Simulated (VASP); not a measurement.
A run of VASP 6.6.1:

INCAR

```
SYSTEM = BiP
PREC     = Accurate       ! precision mode
ENCUT    = 520            ! plane-wave cutoff, eV
EDIFF    = 1E-7           ! SCF threshold, eV
ISMEAR   = -1             ! smearing method
SIGMA    = 0.05           ! smearing width, eV
LREAL    = .False.        ! projectors in reciprocal space
LASPH    = .True.         ! aspherical terms in the spheres
NELM     = 80             ! most SCF steps
ALGO     = Normal         ! electronic algorithm
ISIF     = 2              ! what is computed and relaxed
LWAVE    = .False.        ! write WAVECAR
LCHARG   = .True.         ! write CHGCAR
GGA      = PE             ! functional
LELF     = .True.         ! ELF
LVHAR    = .True.       
NBANDS   = 17             ! bands
```

Contents of KPOINTS:

```
regular mesh
0
Gamma
  7 7 7
  0 0 0
```

The input POSCAR:

```
BiP
1.0
    0.0000000000      3.2519146124      3.2519146124
    3.2519146124      0.0000000000      3.2519146124
    3.2519146124      3.2519146124      0.0000000000
Bi P
1 1
Direct
    0.0000000000      0.0000000000      0.0000000000
    0.2500000000      0.2500000000      0.2500000000
```

Potentials or basis: VASP PAW PBE potentials, release 64 (Bi_d, P).

Launch:

```bash
$ cat potpaw_PBE.64/Bi_d/POTCAR potpaw_PBE.64/P/POTCAR > POTCAR
$ mpirun -np 1 vasp_std > vasp.out
```

Hardware: 1 thread of AMD EPYC 9R14 (Zen 4), on a shared host.

Task: Estimate the wall time of this run.

Result: Run time: 20 s on 1 thread of AMD EPYC 9R14 (Zen 4), with other jobs on the host, peak memory 0.17 GiB. Counts: scf iterations 15, k points 20.
